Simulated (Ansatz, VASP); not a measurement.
**One calculation of Ga, two programs**

The input INCAR:

```
PREC     = Accurate       # precision mode
ENCUT    = 520            # plane-wave cutoff, eV
EDIFF    = 1E-7           # SCF threshold, eV
ISMEAR   = -1             # smearing method
SIGMA    = 0.05           # smearing width, eV
LREAL    = F              # projectors in reciprocal space
LASPH    = T              # aspherical terms in the spheres
NELM     = 60             # most SCF steps
ALGO     = Fast           # electronic algorithm
ISIF     = 2              # what is computed and relaxed
LWAVE    = F              # write WAVECAR
LCHARG   = F              # write CHGCAR
GGA      = PS             # functional
NBANDS   = 34             # bands
```

KPOINTS

```
regular mesh
0
Gamma
  7 7 6
```

POSCAR

```
Ga
1.0
    2.2764772577     -3.8558682890      0.0000000000
    2.2764772577      3.8558682890      0.0000000000
    0.0000000000      0.0000000000      4.5539611380
Ga
4
Direct
    0.3451000000      0.6549000000      0.4190000000
    0.1549000000      0.8451000000      0.9190000000
    0.6549000000      0.3451000000      0.5810000000
    0.8451000000      0.1549000000      0.0810000000
```

File input.yaml:

```yaml
crystal:
  lattice:
    - [2.2764772577, -3.855868289, 0.0]
    - [2.2764772577, 3.855868289, 0.0]
    - [0.0, 0.0, 4.553961138]
  atoms:
    - { symbol: Ga, position: [0.3451, 0.6549, 0.419] }
    - { symbol: Ga, position: [0.1549, 0.8451, 0.919] }
    - { symbol: Ga, position: [0.6549, 0.3451, 0.581] }
    - { symbol: Ga, position: [0.8451, 0.1549, 0.081] }
kpoints:
  mp_grid: { grid: [7, 7, 6] }
scf:
  occupations: { method: fermi_dirac, width: 0.05 }
hamiltonian:
  xc: pbesol
  pseudopotentials: { kind: all_electron, lapw: { basis_error: 0.001 } }
output:
  forces: true
  stress: true
  eigenvalues: true
```

Change from the starting cell: volume scaled by 1.02.

Alike in both runs: task single point; functional PBEsol; k mesh 7 × 7 × 6; occupations fermi-dirac, width 0.05 eV; no spin polarisation.

|  | VASP | Ansatz |
| --- | --- | --- |
| version | VASP 6.6.1 | Ansatz 0.2.0 |
| potentials or method | VASP PAW PBE potentials, release 64 (Ga_d), cutoff 520 eV | all-electron LAPW, scalar-relativistic |

|  | VASP | Ansatz | Ansatz less VASP |
| --- | --- | --- | --- |
| gap on the k mesh at the Fermi level (eV) | none | none | - |
| pressure (GPa) | -2.5 | -2.5 | -0.05 |
| traceless stress, the component that is largest in VASP (GPa) | -0.73 | -0.73 | -0.005 |
| rms of the force components (eV/Å) | 0.068 | 0.070 | +0.0019 |

VASP's potentials were made for PBE, not for PBEsol. Atom by atom the forces differ by 0.002 eV/Å (rms over components). A gap of «none» marks a metal or a gap that the smearing closes. Ansatz ran all-electron here, and VASP with PAW potentials.
